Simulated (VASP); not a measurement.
A run of VASP 6.6.1 is set up as follows.

INCAR

```
SYSTEM = BaF2
ALGO = Normal
EDIFF = 1E-7
EDIFFG = -0.002
ENCUT = 600
GGA = PS
GGA_COMPAT = .False.
IBRION = 2
ISIF = 3
ISMEAR = 0
LASPH = .True.
LCHARG = .False.
LREAL = .False.
LWAVE = .False.
NELM = 120
NELMIN = 4
NSW = 100
PREC = Accurate
PSTRESS = 150.0
SIGMA = 0.01
```

KPOINTS

```
k-points
0
Gamma
  6 6 6
  0 0 0
```

POSCAR

```
BaF2
1.0
    0.0000000000      3.0688948143      3.0688948143
    3.0688948143      0.0000000000      3.0688948143
    3.0688948143      3.0688948143      0.0000000000
Ba F
1 2
Direct
    0.0000000000      0.0000000000      0.0000000000
    0.2500000000      0.2500000000      0.2500000000
    0.7500000000      0.7500000000      0.7500000000
```

Potentials or basis: VASP PAW PBE potentials, release 64 (Ba_sv, F).

The run is started by

```console
$ cat potpaw_PBE.64/Ba_sv/POTCAR potpaw_PBE.64/F/POTCAR > POTCAR
$ mpirun -np 1 vasp_std > vasp.out
```

Estimate the relaxed cell.

a = 4.135 Å, b = 4.135 Å, c = 4.135 Å, α = 60.00°, β = 60.00°, γ = 60.00°.

Predict the space group after relaxing (to 0.05 Å).

Fm-3m (No. 225).

Step by step:
```
step  energy change (eV)  largest force (eV/Å)  pressure (GPa)  volume (Å³)
   1              0.0000                0.0000            1.21        57.81
   2              1.0556                0.0000           31.84        45.01
   3              0.3420                0.0000           14.75        50.08
   4              0.3557                0.0000           15.13        49.94
   5              0.3472                0.0000           14.90        50.03
   6              0.3507                0.0000           14.99        49.99
```

Caveat: the cell is relaxed towards a set pressure, so the enthalpy falls and the energy may rise; the PAW data sets were made with another functional, which shifts forces and pressure a little.
